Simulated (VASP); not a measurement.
# FeS2 (Pa-3) in VASP: single point with LDA

Aim: the single point of FeS2 with LDA.

Everything below comes from runs of VASP 6.6.1. Logs are shortened: lines on timing, memory, paths and dates and some standing lists are left out, and cuts for length are marked.

## (1) The cell of the first run

The structure is cubic, space group Pa-3 (No. 205). Conventional cell: a = 5.284 Å, b = 5.284 Å, c = 5.284 Å, α = 90.00°, β = 90.00°, γ = 90.00°. Fe (site symmetry -3) has 6 S at 2.20 Å within 2.9 Å. S (site symmetry 3) has 7 S at 2.17 to 2.98 Å and 3 Fe at 2.20 Å within 3.0 Å.

## (2) Single point, LDA

The input, INCAR:

```
SYSTEM = FeS2
ALGO     = Normal         ! electronic algorithm
EDIFF    = 1E-6           ! SCF threshold, eV
ENCUT    = 690            ! plane-wave cutoff, eV
GGA      = CA             ! functional
GGA_COMPAT= .FALSE.      
ISIF     = 2              ! what is computed and relaxed
ISMEAR   = -1             ! smearing method
LASPH    = .TRUE.         ! aspherical terms in the spheres
LCHARG   = .FALSE.        ! write CHGCAR
LREAL    = .FALSE.        ! projectors in reciprocal space
LWAVE    = .FALSE.        ! write WAVECAR
NBANDS   = 68             ! bands
NELM     = 120            ! most SCF steps
PREC     = Accurate       ! precision mode
SIGMA    = 0.02           ! smearing width, eV
```

The input, KPOINTS:

```
k-points
0
G
  4 4 4
  0 0 0
```

The input, POSCAR:

```
FeS2
1.0
    5.2844266197      0.0000000000      0.0000000000
    0.0000000000      5.2844266197      0.0000000000
    0.0000000000      0.0000000000      5.2844266197
Fe S
4 8
Direct
    0.0000000000      0.5000000000      0.5000000000
    0.5000000000      0.5000000000      0.0000000000
    0.5000000000      0.0000000000      0.5000000000
    0.0000000000      0.0000000000      0.0000000000
    0.3812850571      0.1187149429      0.8812850571
    0.1187149429      0.8812850571      0.3812850571
    0.8812850571      0.3812850571      0.1187149429
    0.6187149429      0.6187149429      0.6187149429
    0.3812850571      0.3812850571      0.3812850571
    0.1187149429      0.6187149429      0.8812850571
    0.8812850571      0.1187149429      0.6187149429
    0.6187149429      0.8812850571      0.1187149429
```

Potentials or basis: VASP PAW LDA potentials, release 64 (Fe_sv, S).

The run is started by

```
$ cat potpaw_LDA.64/Fe_sv/POTCAR potpaw_LDA.64/S/POTCAR > POTCAR
$ mpirun -np 1 vasp_std > vasp.out
```

OUTCAR:

```text
SYSTEM = FeS2
   EDIFF = 1E-6
   ENCUT = 690
   GGA = CA
   ISIF = 2
   ISMEAR = -1
   LASPH = .TRUE.
   LREAL = .FALSE.
   NELM = 120
   PREC = Accurate

 ion  position               nearest neighbor table
   1  0.000  0.500  0.500-   6 2.20   7 2.20   8 2.20   9 2.20  10 2.20  11 2.20
   2  0.500  0.500  0.000-   5 2.20   7 2.20   8 2.20   9 2.20  10 2.20  12 2.20
   3  0.500  0.000  0.500-   5 2.20   6 2.20   8 2.20   9 2.20  11 2.20  12 2.20
   4  0.000  0.000  0.000-   5 2.20   6 2.20   7 2.20  10 2.20  11 2.20  12 2.20
   5  0.381  0.119  0.881-  12 2.17   3 2.20   4 2.20   2 2.20
   6  0.119  0.881  0.381-  11 2.17   3 2.20   4 2.20   1 2.20
   7  0.881  0.381  0.119-  10 2.17   2 2.20   4 2.20   1 2.20
   8  0.619  0.619  0.619-   9 2.17   2 2.20   3 2.20   1 2.20
   9  0.381  0.381  0.381-   8 2.17   2 2.20   3 2.20   1 2.20
  10  0.119  0.619  0.881-   7 2.17   2 2.20   4 2.20   1 2.20
  11  0.881  0.119  0.619-   6 2.17   3 2.20   4 2.20   1 2.20
  12  0.619  0.881  0.119-   5 2.17   3 2.20   4 2.20   2 2.20

  LATTYP: Found a simple cubic cell.
 ALAT       =     5.2844266197

  Lattice vectors:

 A1 = (   5.2844266197,   0.0000000000,   0.0000000000)
 A2 = (   0.0000000000,   5.2844266197,   0.0000000000)
 A3 = (   0.0000000000,   0.0000000000,   5.2844266197)

Analysis of symmetry for initial positions (statically):
=====================================================================
 Subroutine PRICEL returns:
 Original cell was already a primitive cell.

 Routine SETGRP: Setting up the symmetry group for a
 simple cubic supercell.

 Subroutine GETGRP returns: Found 24 space group operations
 (whereof  6 operations were pure point group operations)
 out of a pool of 48 trial point group operations.

The static configuration has the point symmetry S_6 .
 The point group associated with its full space group is T_h .

Analysis of symmetry for dynamics (positions and initial velocities):
=====================================================================
 Subroutine PRICEL returns:
 Original cell was already a primitive cell.

 Routine SETGRP: Setting up the symmetry group for a
 simple cubic supercell.

 Subroutine GETGRP returns: Found 24 space group operations
 (whereof  6 operations were pure point group operations)
 out of a pool of 48 trial point group operations.

The dynamic configuration has the point symmetry S_6 .
 The point group associated with its full space group is T_h .

 Subroutine INISYM returns: Found 24 space group operations
 (whereof  6 operations are pure point group operations),
 and found     1 'primitive' translations

----------------------------------------------------------------------------------------

                                     Primitive cell

  volume of cell :     147.5685

  direct lattice vectors                    reciprocal lattice vectors
     5.284426620  0.000000000  0.000000000     0.189235289  0.000000000  0.000000000
     0.000000000  5.284426620  0.000000000     0.000000000  0.189235289  0.000000000
     0.000000000  0.000000000  5.284426620     0.000000000  0.000000000  0.189235289

  length of vectors
     5.284426620  5.284426620  5.284426620     0.189235289  0.189235289  0.189235289

  position of ions in fractional coordinates (direct lattice)
     0.000000000  0.500000000  0.500000000
     0.500000000  0.500000000  0.000000000
     0.500000000  0.000000000  0.500000000
     0.000000000  0.000000000  0.000000000
     0.381285057  0.118714943  0.881285057
     0.118714943  0.881285057  0.381285057
     0.881285057  0.381285057  0.118714943
     0.618714943  0.618714943  0.618714943
     0.381285057  0.381285057  0.381285057
     0.118714943  0.618714943  0.881285057
     0.881285057  0.118714943  0.618714943
     0.618714943  0.881285057  0.118714943

  ion indices of the primitive-cell ions
   primitive index   ion index
                 1           1
                 2           2
                 3           3
                 4           4
                 5           5
                 6           6
                 7           7
                 8           8
                 9           9
                10          10
                11          11
                12          12

----------------------------------------------------------------------------------------

 KPOINTS: k-points

Automatic generation of k-mesh.
 Grid dimensions read from file:
 generate k-points for:    4    4    4

 Generating k-lattice:

  Cartesian coordinates                     Fractional coordinates (reciprocal lattice)
     0.047308822  0.000000000  0.000000000     0.250000000  0.000000000  0.000000000
     0.000000000  0.047308822  0.000000000     0.000000000  0.250000000  0.000000000
     0.000000000  0.000000000  0.047308822     0.000000000  0.000000000  0.250000000

  Length of vectors
     0.047308822  0.047308822  0.047308822

  Shift w.r.t. Gamma in fractional coordinates (k-lattice)
     0.000000000  0.000000000  0.000000000

 Subroutine IBZKPT returns following result:
 ===========================================

 Found     11 irreducible k-points:

 Following reciprocal coordinates:
            Coordinates               Weight
  0.000000  0.000000  0.000000      1.000000
  0.250000  0.000000  0.000000      6.000000
  0.500000  0.000000  0.000000      3.000000
  0.250000  0.250000  0.000000     12.000000
  0.500000  0.250000  0.000000      6.000000
 -0.250000  0.500000  0.000000      6.000000
  0.500000  0.500000  0.000000      3.000000
  0.250000  0.250000  0.250000      8.000000
  0.500000  0.250000  0.250000     12.000000
  0.500000  0.500000  0.250000      6.000000
  0.500000  0.500000  0.500000      1.000000
   k-points           NKPTS =     11   k-points in BZ     NKDIM =     11   number of bands    NBANDS=     68
   number of dos      NEDOS =    301   number of ions     NIONS =     12
   total plane-waves  NPLWV = 110592
   dimension x,y,z NGX =    48 NGY =   48 NGZ =   48
   dimension x,y,z NGXF=    96 NGYF=   96 NGZF=   96
   ions per type =               4   8
   NGX,Y,Z   is equivalent  to a cutoff of  15.10, 15.10, 15.10 a.u.
   NGXF,Y,Z  is equivalent  to a cutoff of  30.20, 30.20, 30.20 a.u.
 SYSTEM =  FeS2
   PREC   = accura    normal or accurate (medium, high low for compatibility)
   ISTART =      0    job   : 0-new  1-cont  2-samecut
   ICHARG =      2    charge: 1-file 2-atom 10-const
   ISPIN  =      1    spin polarized calculation?
   LNONCOLLINEAR =      F non collinear calculations
   LSORBIT =      F    spin-orbit coupling
   LASPH  =      T    aspherical Exc in radial PAW
   ENCUT  =  690.0 eV  50.71 Ry    7.12 a.u.  11.32 11.32 11.32*2*pi/ulx,y,z
   NELM   =    120;   NELMIN=  2; NELMDL= -5     # of ELM steps
   EDIFF  = 0.1E-05   stopping-criterion for ELM
   LREAL  =      F    real-space projection
   EDIFFG = 0.1E-04   stopping-criterion for IOM
   NSW    =      0    number of steps for IOM
   IBRION =     -1    ionic relax: 0-MD 1-quasi-New 2-CG
   NFREE  =      0    steps in history (QN), initial steepest desc. (CG)
   ISIF   =      2    stress and relaxation
   ISYM   =      2    0-nonsym 1-usesym 2-fastsym
   POTIM  = 0.5000    time-step for ionic-motion
   TEBEG  =    0.0;   TEEND  =   0.0 temperature during run
   PSTRESS=    0.0 pullay stress
   NELECT =     112.0000    total number of electrons
   NUPDOWN=      -1.0000    fix difference up-down
   EMIN   =  10.00;   EMAX   =-10.00  energy-range for DOS
   EFERMI =   0.00;   METHOD = LEGACY
   ISMEAR =    -1;   SIGMA  =   0.02  broadening in eV -4-tet -1-fermi 0-gaus
   EFERMI_NEDOS =   21; number of points for ismear=-14 and -15
   IALGO  =     38    algorithm
   IMIX   =      4    mixing-type and parameters
     AMIX     =   0.40;   BMIX     =  1.00
     AMIX_MAG =   1.60;   BMIX_MAG =  1.00
  volume/ion in A,a.u.               =      12.30        82.99
  Fermi-wavevector in a.u.,A,eV,Ry     =   1.493309  2.821945 30.340601  2.229971
  Thomas-Fermi vector in A             =   2.605726
   LORBIT       =      0    0 simple, 1 ext, 2 COOP (PROOUT), +10 PAW based schemes
   GGA     = CA    functional components
   LHFCALC =     F    Hartree Fock is set to
   AEXX    =    0.0000 exact exchange contribution
   IVDW    =     0    specifies the selected vdW correction
   LEPSILON=     F    determine dielectric tensor
   LRPA    =     F    only Hartree local field effects (RPA)
 non-spin polarized calculation
  energy-cutoff  :      690.00
  volume of cell :      147.57
 maximum number of plane-waves:      6091
 NGX is ok and might be reduce to    48
   NGX = 23   NGY = 23   NGZ = 23

 number of electron     112.0000069 magnetization

 Free energy of the ion-electron system (eV)
  ---------------------------------------------------
  ext. energy  EPLUGINS =         0.00000000
  ---------------------------------------------------
  free energy    TOTEN  =       -84.59783820 eV

  energy without entropy =      -84.59767446  energy(sigma->0) =      -84.59775633

 E-fermi :  10.6304     XC(G=0): -12.7070

 val. band max:       10.4953278594   @ k =   0.5000   0.0000   0.0000
 cond. band min:      10.7086400743   @ k =   0.0000   0.0000   0.0000
 fundamental gap:      0.2133122149
 Fermi energy:        10.6303806538

 k-point     1 :       0.0000    0.0000    0.0000
  band No.  band energies     occupation
      1     -74.7821      2.00000
      2     -74.7817      2.00000
      3     -74.7817      2.00000
      4     -74.7817      2.00000
      5     -41.5318      2.00000
      6     -41.5318      2.00000
[... 60 lines left out ...]
     67      14.8683      0.00000
     68      14.8683      0.00000
[... 708 lines left out ...]
     67      13.8499      0.00000
     68      13.8499      0.00000

------------------------ aborting loop because EDIFF is reached ----------------------------------------

  FORCE on cell =-STRESS in cart. coord.  units (eV):
  Direction    XX          YY          ZZ          XY          YZ          ZX
  --------------------------------------------------------------------------------------
  -------------------------------------------------------------------------------------
  Total       -0.4886173     -0.4886173     -0.4886173      0.0000000     -0.0000000      0.0000000
  in kB       -5.3050056     -5.3050056     -5.3050056      0.0000000     -0.0000000      0.0000000
  external PRESSURE =      -5.3050056 kB  Pullay stress =       0.0000000 kB

 VOLUME and BASIS-vectors are now :
 -----------------------------------------------------------------------------
  energy-cutoff  :      690.00
  volume of cell :      147.57
      direct lattice vectors                 reciprocal lattice vectors
     5.284426620  0.000000000  0.000000000     0.189235289  0.000000000  0.000000000
     0.000000000  5.284426620  0.000000000     0.000000000  0.189235289  0.000000000
     0.000000000  0.000000000  5.284426620     0.000000000  0.000000000  0.189235289

 POSITION                                       TOTAL-FORCE (eV/Angst)
 -----------------------------------------------------------------------------------
      0.00000      2.64221      2.64221         0.000000     -0.000000     -0.000000
      2.64221      2.64221      0.00000         0.000000     -0.000000     -0.000000
      2.64221      0.00000      2.64221         0.000000     -0.000000     -0.000000
      0.00000      0.00000      0.00000         0.000000     -0.000000     -0.000000
      2.01487      0.62734      4.65709         0.022027     -0.022027      0.022027
      0.62734      4.65709      2.01487        -0.022027      0.022027      0.022027
      4.65709      2.01487      0.62734         0.022027      0.022027     -0.022027
      3.26955      3.26955      3.26955        -0.022027     -0.022027     -0.022027
      2.01487      2.01487      2.01487         0.022027      0.022027      0.022027
      0.62734      3.26955      4.65709        -0.022027     -0.022027      0.022027
      4.65709      0.62734      3.26955         0.022027     -0.022027     -0.022027
      3.26955      4.65709      0.62734        -0.022027      0.022027     -0.022027
 -----------------------------------------------------------------------------------
    total drift:                                0.000000     -0.000000     -0.000000

  FREE ENERGIE OF THE ION-ELECTRON SYSTEM (eV)
  ---------------------------------------------------
  free  energy   TOTEN  =       -84.5978382039 eV

  energy  without entropy=      -84.5976744561  energy(sigma->0) =      -84.59775633
```

It took 4.4 min on 1 thread of AMD EPYC 7R43 (Zen 3), shared host; peak memory 0.28 GiB.

What came out:

```
Free energy            : -84.5978 eV
Pressure               : -0.5 GPa
Largest force          : 0.038 eV/Å
Band gap on the k mesh : 0.21 eV (least direct gap 0.27 eV)
```

Forces in eV/Å, atoms in the order of the input:
```
Fe   0.000  0.000  0.000
Fe   0.000  0.000  0.000
Fe   0.000  0.000  0.000
Fe   0.000  0.000  0.000
S    0.022 -0.022  0.022
S   -0.022  0.022  0.022
S    0.022  0.022 -0.022
S   -0.022 -0.022 -0.022
S    0.022  0.022  0.022
S   -0.022 -0.022  0.022
S    0.022 -0.022 -0.022
S   -0.022  0.022 -0.022
```

A k mesh can miss the band edges. Spin polarisation is off, so any magnetic state and its effect on volume and gap are missing.
